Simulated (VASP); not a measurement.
# RbAuBr3 (Pm-3m) in VASP: further runs

RbAuBr3 is run at these levels: LDA; tasks: single point.

Everything below comes from runs of VASP 6.6.1. Logs are shortened: lines on timing, memory, paths and dates and some standing lists are left out, and cuts for length are marked.

## Step 1: The cell of the first run

It takes space group Pm-3m (No. 221, cubic). The conventional cell has a = 5.437 Å, b = 5.437 Å, c = 5.437 Å, α = 90.00°, β = 90.00°, γ = 90.00°. Within 5.0 Å of Rb (site symmetry m-3m) lie 12 Br at 3.84 Å and 8 Au at 4.71 Å. Au (site symmetry m-3m) has 6 Br at 2.72 Å within 3.6 Å. Within 3.6 Å of Br (site symmetry 4/mmm) lie 2 Au at 2.72 Å.

## Step 2: Single point, LDA

INCAR reads:

```
SYSTEM = RbAuBr3
  ALGO = Normal
  EDIFF = 1E-6
  ENCUT = 520
  GGA = CA
  ISIF = 2
  ISMEAR = 1
  LASPH = .TRUE.
  LCHARG = .FALSE.
  LREAL = .FALSE.
  LWAVE = .FALSE.
  NBANDS = 28
  NELM = 100
  PREC = Accurate
  SIGMA = 0.05
```

KPOINTS reads:

```
k-points
0
G
  4 4 4
  0 0 0
```

POSCAR reads:

```
RbAuBr3
1.0
    5.4369900000      0.0000000000      0.0000000000
    0.0000000000      5.4369900000      0.0000000000
    0.0000000000      0.0000000000      5.4369900000
Rb Au Br
1 1 3
Direct
    0.5000000000      0.5000000000      0.5000000000
    0.0000000000      0.0000000000      0.0000000000
    0.5000000000      0.0000000000      0.0000000000
    0.0000000000      0.0000000000      0.5000000000
    0.0000000000      0.5000000000      0.0000000000
```

Potentials or basis: VASP PAW LDA potentials, release 64 (Rb_sv, Au, Br).

Started as:

```sh
$ cat potpaw_LDA.64/Rb_sv/POTCAR potpaw_LDA.64/Au/POTCAR potpaw_LDA.64/Br/POTCAR > POTCAR
$ mpirun -np 1 vasp_std > vasp.out
```

OUTCAR:

```text
SYSTEM = RbAuBr3
   EDIFF = 1E-6
   ENCUT = 520
   GGA = CA
   ISIF = 2
   ISMEAR = 1
   LASPH = .TRUE.
   LREAL = .FALSE.
   NELM = 100
   PREC = Accurate

 ion  position               nearest neighbor table
   1  0.500  0.500  0.500-   3 3.84   4 3.84   5 3.84   3 3.84   5 3.84   3 3.84   4 3.84   3 3.84
                             4 3.84   5 3.84   5 3.84   4 3.84
   2  0.000  0.000  0.000-   3 2.72   4 2.72   5 2.72   4 2.72   5 2.72   3 2.72
   3  0.500  0.000  0.000-   2 2.72   2 2.72   1 3.84   1 3.84   1 3.84   1 3.84
   4  0.000  0.000  0.500-   2 2.72   2 2.72   1 3.84   1 3.84   1 3.84   1 3.84
   5  0.000  0.500  0.000-   2 2.72   2 2.72   1 3.84   1 3.84   1 3.84   1 3.84

  LATTYP: Found a simple cubic cell.
 ALAT       =     5.4369900000

  Lattice vectors:

 A1 = (   5.4369900000,   0.0000000000,   0.0000000000)
 A2 = (   0.0000000000,   5.4369900000,   0.0000000000)
 A3 = (   0.0000000000,   0.0000000000,   5.4369900000)

Analysis of symmetry for initial positions (statically):
=====================================================================
 Subroutine PRICEL returns:
 Original cell was already a primitive cell.

 Routine SETGRP: Setting up the symmetry group for a
 simple cubic supercell.

 Subroutine GETGRP returns: Found 48 space group operations
 (whereof 48 operations were pure point group operations)
 out of a pool of 48 trial point group operations.

The static configuration has the point symmetry O_h .

Analysis of symmetry for dynamics (positions and initial velocities):
=====================================================================
 Subroutine PRICEL returns:
 Original cell was already a primitive cell.

 Routine SETGRP: Setting up the symmetry group for a
 simple cubic supercell.

 Subroutine GETGRP returns: Found 48 space group operations
 (whereof 48 operations were pure point group operations)
 out of a pool of 48 trial point group operations.

The dynamic configuration has the point symmetry O_h .

 Subroutine INISYM returns: Found 48 space group operations
 (whereof 48 operations are pure point group operations),
 and found     1 'primitive' translations

----------------------------------------------------------------------------------------

                                     Primitive cell

  volume of cell :     160.7221

[... 78 lines left out ...]
   NELM   =    100;   NELMIN=  2; NELMDL= -5     # of ELM steps
   EDIFF  = 0.1E-05   stopping-criterion for ELM
   LREAL  =      F    real-space projection
   EDIFFG = 0.1E-04   stopping-criterion for IOM
   NSW    =      0    number of steps for IOM
   IBRION =     -1    ionic relax: 0-MD 1-quasi-New 2-CG
   NFREE  =      0    steps in history (QN), initial steepest desc. (CG)
   ISIF   =      2    stress and relaxation
   ISYM   =      2    0-nonsym 1-usesym 2-fastsym
   POTIM  = 0.5000    time-step for ionic-motion
   TEBEG  =    0.0;   TEEND  =   0.0 temperature during run
   PSTRESS=    0.0 pullay stress
   NELECT =      41.0000    total number of electrons
   NUPDOWN=      -1.0000    fix difference up-down
   EMIN   =  10.00;   EMAX   =-10.00  energy-range for DOS
   EFERMI =   0.00;   METHOD = LEGACY
   ISMEAR =     1;   SIGMA  =   0.05  broadening in eV -4-tet -1-fermi 0-gaus
   EFERMI_NEDOS =   21; number of points for ismear=-14 and -15
   IALGO  =     38    algorithm
   IMIX   =      4    mixing-type and parameters
     AMIX     =   0.40;   BMIX     =  1.00
     AMIX_MAG =   1.60;   BMIX_MAG =  1.00
  volume/ion in A,a.u.               =      32.14       216.92
  Fermi-wavevector in a.u.,A,eV,Ry     =   1.038271  1.962049 14.667184  1.078008
  Thomas-Fermi vector in A             =   2.172748
   LORBIT       =      0    0 simple, 1 ext, 2 COOP (PROOUT), +10 PAW based schemes
   GGA     = CA    functional components
   LHFCALC =     F    Hartree Fock is set to
   AEXX    =    0.0000 exact exchange contribution
   IVDW    =     0    specifies the selected vdW correction
   LEPSILON=     F    determine dielectric tensor
   LRPA    =     F    only Hartree local field effects (RPA)
 non-spin polarized calculation
 Methfessel and Paxton  Order N= 1 SIGMA  =   0.05
  energy-cutoff  :      520.00
  volume of cell :      160.72
 maximum number of plane-waves:      4385
   NGX = 21   NGY = 21   NGZ = 21

 number of electron      40.9999995 magnetization

 Free energy of the ion-electron system (eV)
  ---------------------------------------------------
  ext. energy  EPLUGINS =         0.00000000
  ---------------------------------------------------
  free energy    TOTEN  =       -15.67019865 eV

  energy without entropy =      -15.66884640  energy(sigma->0) =      -15.66974790

 E-fermi :   0.7952     XC(G=0):  -8.7260

 val. band max:        0.6052173563   @ k =   0.0000   0.0000   0.0000
 cond. band min:       0.8170457464   @ k =   0.5000   0.2500   0.0000
 fundamental gap:      0.2118283901
 Fermi energy:         0.7952144077

 k-point     1 :       0.0000    0.0000    0.0000
  band No.  band energies     occupation
      1     -24.8718      2.00000
      2     -13.7696      2.00000
      3     -13.1854      2.00000
      4     -13.1854      2.00000
      5      -9.0233      2.00000
      6      -9.0233      2.00000
[... 299 lines left out ...]
     27       8.3663      0.00000
     28       8.3663      0.00000

------------------------ aborting loop because EDIFF is reached ----------------------------------------

  FORCE on cell =-STRESS in cart. coord.  units (eV):
  Direction    XX          YY          ZZ          XY          YZ          ZX
  --------------------------------------------------------------------------------------
  -------------------------------------------------------------------------------------
  Total       -3.6582598     -3.6582598     -3.6582598      0.0000000      0.0000000      0.0000000
  in kB      -36.4677962    -36.4677962    -36.4677962      0.0000000      0.0000000      0.0000000
  external PRESSURE =     -36.4677962 kB  Pullay stress =       0.0000000 kB

 VOLUME and BASIS-vectors are now :
 -----------------------------------------------------------------------------
  energy-cutoff  :      520.00
  volume of cell :      160.72
      direct lattice vectors                 reciprocal lattice vectors
     5.436990000  0.000000000  0.000000000     0.183925297  0.000000000  0.000000000
     0.000000000  5.436990000  0.000000000     0.000000000  0.183925297  0.000000000
     0.000000000  0.000000000  5.436990000     0.000000000  0.000000000  0.183925297

 POSITION                                       TOTAL-FORCE (eV/Angst)
 -----------------------------------------------------------------------------------
      2.71849      2.71849      2.71849         0.000000      0.000000      0.000000
      0.00000      0.00000      0.00000         0.000000      0.000000      0.000000
      2.71849      0.00000      0.00000         0.000000      0.000000      0.000000
      0.00000      0.00000      2.71849         0.000000      0.000000      0.000000
      0.00000      2.71849      0.00000         0.000000      0.000000      0.000000
 -----------------------------------------------------------------------------------
    total drift:                                0.000000      0.000000     -0.000000

  FREE ENERGIE OF THE ION-ELECTRON SYSTEM (eV)
  ---------------------------------------------------
  free  energy   TOTEN  =       -15.6701986519 eV

  energy  without entropy=      -15.6688464000  energy(sigma->0) =      -15.66974790
```

OSZICAR:

```text
N       E                     dE             d eps       ncg     rms          rms(c)
DAV:   1     0.257148035037E+03    0.25715E+03   -0.17815E+04   560   0.125E+03
DAV:   2     0.251810744883E+01   -0.25463E+03   -0.24758E+03   696   0.240E+02
DAV:   3    -0.164036695883E+02   -0.18922E+02   -0.18819E+02   816   0.678E+01
DAV:   4    -0.167883706975E+02   -0.38470E+00   -0.38410E+00   800   0.852E+00
DAV:   5    -0.168015150358E+02   -0.13144E-01   -0.13143E-01   764   0.109E+00    0.104E+01
DAV:   6    -0.157000597187E+02    0.11015E+01   -0.40385E+00   644   0.150E+01    0.817E+00
DAV:   7    -0.156924645361E+02    0.75952E-02   -0.51729E-01   616   0.358E+00    0.426E+00
DAV:   8    -0.156717937304E+02    0.20671E-01   -0.52420E-02   672   0.131E+00    0.785E-01
DAV:   9    -0.156702072477E+02    0.15865E-02   -0.49842E-03   720   0.657E-01    0.195E-01
DAV:  10    -0.156702190150E+02   -0.11767E-04   -0.14801E-03   664   0.178E-01    0.638E-02
DAV:  11    -0.156702004673E+02    0.18548E-04   -0.10028E-04   700   0.763E-02    0.337E-02
DAV:  12    -0.156701988852E+02    0.15821E-05   -0.25903E-05   680   0.255E-02    0.825E-03
DAV:  13    -0.156701986519E+02    0.23329E-06   -0.58223E-06   656   0.224E-02
   1 F= -.15670199E+02 E0= -.15669748E+02  d E =-.135225E-02
```

Run time: 34 s. Hardware: 1 thread of Intel Xeon Platinum 8259CL at 2.50GHz (Skylake/Cascade Lake), shared host; peak memory 0.22 GiB.

What came out:

```yaml
Free_energy: -15.6702 eV
Pressure: -3.6 GPa
```

Caveat: spin-orbit coupling is left out, which moves the levels of the heavy elements; an odd number of electrons without spin polarisation forces a metal; a magnetic or distorted state may lie lower.

## Step 3: Single point, LDA

INCAR reads:

```
PREC = Accurate ; ENCUT = 520
EDIFF = 1E-7 ; ISMEAR = 1
SIGMA = 0.05 ; LREAL = F
LASPH = T ; NELM = 60
ALGO = Normal ; ISIF = 2
LWAVE = F ; LCHARG = F
NBANDS = 28
```

KPOINTS reads:

```
Automatic mesh
0
Gamma
  4 4 4
```

POSCAR is that of step 2.

Potentials or basis: VASP PAW LDA potentials, release 64 (Rb_sv, Au, Br).

Started as:

```sh
$ cat potpaw_LDA.64/Rb_sv/POTCAR potpaw_LDA.64/Au/POTCAR potpaw_LDA.64/Br/POTCAR > POTCAR
$ mpirun -np 1 vasp_std > vasp.out
```

OUTCAR:

```text
PREC = Accurate
   ENCUT = 520
   EDIFF = 1E-7
   ISMEAR = 1
   LREAL = F
   LASPH = T
   NELM = 60
   ISIF = 2

 ion  position               nearest neighbor table
   1  0.500  0.500  0.500-   3 3.84   4 3.84   5 3.84   3 3.84   5 3.84   3 3.84   4 3.84   3 3.84
                             4 3.84   5 3.84   5 3.84   4 3.84
   2  0.000  0.000  0.000-   3 2.72   4 2.72   5 2.72   4 2.72   5 2.72   3 2.72
   3  0.500  0.000  0.000-   2 2.72   2 2.72   1 3.84   1 3.84   1 3.84   1 3.84
   4  0.000  0.000  0.500-   2 2.72   2 2.72   1 3.84   1 3.84   1 3.84   1 3.84
   5  0.000  0.500  0.000-   2 2.72   2 2.72   1 3.84   1 3.84   1 3.84   1 3.84

  LATTYP: Found a simple cubic cell.
 ALAT       =     5.4369900000

  Lattice vectors:

 A1 = (   5.4369900000,   0.0000000000,   0.0000000000)
 A2 = (   0.0000000000,   5.4369900000,   0.0000000000)
 A3 = (   0.0000000000,   0.0000000000,   5.4369900000)

Analysis of symmetry for initial positions (statically):
=====================================================================
 Subroutine PRICEL returns:
 Original cell was already a primitive cell.

 Routine SETGRP: Setting up the symmetry group for a
 simple cubic supercell.

 Subroutine GETGRP returns: Found 48 space group operations
 (whereof 48 operations were pure point group operations)
 out of a pool of 48 trial point group operations.

The static configuration has the point symmetry O_h .

Analysis of symmetry for dynamics (positions and initial velocities):
=====================================================================
 Subroutine PRICEL returns:
 Original cell was already a primitive cell.

 Routine SETGRP: Setting up the symmetry group for a
 simple cubic supercell.

 Subroutine GETGRP returns: Found 48 space group operations
 (whereof 48 operations were pure point group operations)
 out of a pool of 48 trial point group operations.

The dynamic configuration has the point symmetry O_h .

[... 107 lines left out ...]
   IMIX   =      4    mixing-type and parameters
     AMIX     =   0.40;   BMIX     =  1.00
     AMIX_MAG =   1.60;   BMIX_MAG =  1.00
  volume/ion in A,a.u.               =      32.14       216.92
  Fermi-wavevector in a.u.,A,eV,Ry     =   1.038271  1.962049 14.667184  1.078008
  Thomas-Fermi vector in A             =   2.172748
   LORBIT       =      0    0 simple, 1 ext, 2 COOP (PROOUT), +10 PAW based schemes
   GGA     = CA    functional components
   LHFCALC =     F    Hartree Fock is set to
   AEXX    =    0.0000 exact exchange contribution
   IVDW    =     0    specifies the selected vdW correction
   LEPSILON=     F    determine dielectric tensor
   LRPA    =     F    only Hartree local field effects (RPA)
 non-spin polarized calculation
 Methfessel and Paxton  Order N= 1 SIGMA  =   0.05
  energy-cutoff  :      520.00
  volume of cell :      160.72
 maximum number of plane-waves:      4385
   NGX = 21   NGY = 21   NGZ = 21

 number of electron      40.9999995 magnetization

 Free energy of the ion-electron system (eV)
  ---------------------------------------------------
  ext. energy  EPLUGINS =         0.00000000
  ---------------------------------------------------
  free energy    TOTEN  =       -15.67019833 eV

  energy without entropy =      -15.66884608  energy(sigma->0) =      -15.66974758

 E-fermi :   0.7951     XC(G=0):  -8.7259

 val. band max:        0.6049363128   @ k =   0.0000   0.0000   0.0000
 cond. band min:       0.8169440855   @ k =   0.5000   0.2500   0.0000
 fundamental gap:      0.2120077727
 Fermi energy:         0.7951127469

 k-point     1 :       0.0000    0.0000    0.0000
  band No.  band energies     occupation
      1     -24.8718      2.00000
      2     -13.7691      2.00000
      3     -13.1848      2.00000
      4     -13.1848      2.00000
      5      -9.0233      2.00000
      6      -9.0233      2.00000
[... 299 lines left out ...]
     27       8.3662      0.00000
     28       8.3662      0.00000

------------------------ aborting loop because EDIFF is reached ----------------------------------------

  FORCE on cell =-STRESS in cart. coord.  units (eV):
  Direction    XX          YY          ZZ          XY          YZ          ZX
  --------------------------------------------------------------------------------------
  -------------------------------------------------------------------------------------
  Total       -3.6566266     -3.6566266     -3.6566266      0.0000000     -0.0000000     -0.0000000
  in kB      -36.4515155    -36.4515155    -36.4515155      0.0000000     -0.0000000     -0.0000000
  external PRESSURE =     -36.4515155 kB  Pullay stress =       0.0000000 kB

 VOLUME and BASIS-vectors are now :
 -----------------------------------------------------------------------------
  energy-cutoff  :      520.00
  volume of cell :      160.72
      direct lattice vectors                 reciprocal lattice vectors
     5.436990000  0.000000000  0.000000000     0.183925297  0.000000000  0.000000000
     0.000000000  5.436990000  0.000000000     0.000000000  0.183925297  0.000000000
     0.000000000  0.000000000  5.436990000     0.000000000  0.000000000  0.183925297

 POSITION                                       TOTAL-FORCE (eV/Angst)
 -----------------------------------------------------------------------------------
      2.71849      2.71849      2.71849         0.000000      0.000000      0.000000
      0.00000      0.00000      0.00000         0.000000      0.000000      0.000000
      2.71849      0.00000      0.00000         0.000000      0.000000      0.000000
      0.00000      0.00000      2.71849         0.000000      0.000000      0.000000
      0.00000      2.71849      0.00000         0.000000      0.000000      0.000000
 -----------------------------------------------------------------------------------
    total drift:                                0.000000      0.000000     -0.000000

  FREE ENERGIE OF THE ION-ELECTRON SYSTEM (eV)
  ---------------------------------------------------
  free  energy   TOTEN  =       -15.6701983295 eV

  energy  without entropy=      -15.6688460775  energy(sigma->0) =      -15.66974758
```

Wall time 39 s (1 thread of Intel Xeon Platinum 8259CL at 2.50GHz (Skylake/Cascade Lake), shared host); peak memory 0.22 GiB.

What came out:

```yaml
Free_energy: -15.6702 eV
Pressure: -3.6 GPa
```

Caveat: spin-orbit coupling is left out, which moves the levels of the heavy elements; an odd number of electrons without spin polarisation forces a metal; a magnetic or distorted state may lie lower.
